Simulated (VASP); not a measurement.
The system is C.

```xyz
2
Lattice="2.1273 -1.2283 0.0000 2.1273 1.2283 0.0000 -1.3791 0.0000 3.5028" Properties=species:S:1:pos:R:3 pbc="T T T"
C     3.5455    0.0000    0.0003
C    -0.6699    0.0000    3.5025
```

Program: VASP 6.6.1. Alike in all runs: task single point; level PBEsol; potentials or basis VASP PAW PBE potentials, release 64 (C); no spin polarisation; cell as given; cutoff (eV) 600; smearing methfessel-paxton 0.2 eV.

Task: Order these runs on this cell by their band gap on the k mesh, lowest first.
A. k mesh 7 × 7 × 4
B. k mesh 4 × 4 × 2
C. k mesh 5 × 5 × 3

Result: A (2.29 eV), C (2.50 eV), B (3.39 eV).

Caveats: all runs use coarse meshes.

A k mesh can miss the band edges, odd and even meshes differently.
